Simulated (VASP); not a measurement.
Wanted: the native input for a VASP 6.6.1 run.

```
Task                   : single point
Functional             : PBE
Potentials or basis    : VASP PAW PBE potentials, release 64 (C, Si)
Cutoff                 : 520 eV
k mesh                 : 6 × 6 × 6
Occupations            : gaussian, width 0.01 eV
Spin                   : no spin polarisation
Dipole correction      : no
Further INCAR settings : ALGO = Normal; EDIFF = 1e-07; NBANDS = 16
```

The structure of SiC lies in POSCAR:

```
SiC
1.0
    1.5415877827      0.8900361213      5.3212273245
   -1.5415877827      0.8900361213      5.3212273245
    0.0000000000     -1.7800722426      5.3212273245
C Si
2 2
Direct
    0.4491910690      0.4491910690      0.4491910690
    0.5508089310      0.5508089310      0.5508089310
    0.9254740595      0.9254740595      0.9254740595
    0.0745259405      0.0745259405      0.0745259405
```

These files were run (other wordings do the same):

INCAR

```
ALGO = Normal
EDIFF = 1E-7
ENCUT = 520
GGA = PE
ISIF = 2
ISMEAR = 0
LASPH = T
LCHARG = F
LREAL = F
LWAVE = F
NBANDS = 16
NELM = 60
PREC = Accurate
SIGMA = 0.01
```

KPOINTS

```
k-points
0
Gamma
  6 6 6
```

Potentials or basis: VASP PAW PBE potentials, release 64 (C, Si).

Launch:

```bash
$ cat potpaw_PBE.64/C/POTCAR potpaw_PBE.64/Si/POTCAR > POTCAR
$ mpirun -np 1 vasp_std > vasp.out
```

It gave:

| Quantity | Value |
| --- | --- |
| Pressure | 2.6 GPa |
| Largest force | 0.218 eV/Å |
| Band gap on the k mesh | 0.48 eV (least direct gap 1.81 eV) |

It took 63 s on 1 thread of AMD EPYC 7R43 64-Core Processor (Zen 3) (shared host), peak memory 0.2 GiB.
